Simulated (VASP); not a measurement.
SnTe, 2 atoms in the cell. The structure is cubic, space group F-43m (No. 216). Conventional cell: a = 7.125 Å, b = 7.125 Å, c = 7.125 Å, α = 90.00°, β = 90.00°, γ = 90.00°. Within 4.1 Å of Te (site symmetry -43m) lie 4 Sn at 3.09 Å. Within 4.1 Å of Sn (site symmetry -43m) lie 4 Te at 3.09 Å.  This cell differs from its parent crystal: volume scaled by 0.96.

| Quantity | Value |
| --- | --- |
| Program | VASP 6.6.1 |
| Task | single point |
| Functional | LDA |
| Potentials or basis | VASP PAW LDA potentials, release 64 (Te, Sn_d) |
| Cutoff | 520 eV |
| k mesh | 7 × 7 × 7 |
| Occupations | fermi-dirac, width 0.05 eV |
| Spin | no spin polarisation |
| Dipole correction | no |
| Further INCAR settings | ALGO = Normal; EDIFF = 1e-06; NBANDS = 17 |

Potentials or basis: VASP PAW LDA potentials, release 64 (Te, Sn_d).

Launch:

```bash
$ cat potpaw_LDA.64/Te/POTCAR potpaw_LDA.64/Sn_d/POTCAR > POTCAR
$ mpirun -np 1 vasp_std > vasp.out
```

Hardware: 1 thread of Intel Xeon 6975P-C, on a shared host.

Problem. Estimate the wall time of this run.

Solution. Wall time 31 s on 1 thread of Intel Xeon 6975P-C, on a shared host, peak memory 0.21 GiB. Counts: scf iterations 13, k points 20.
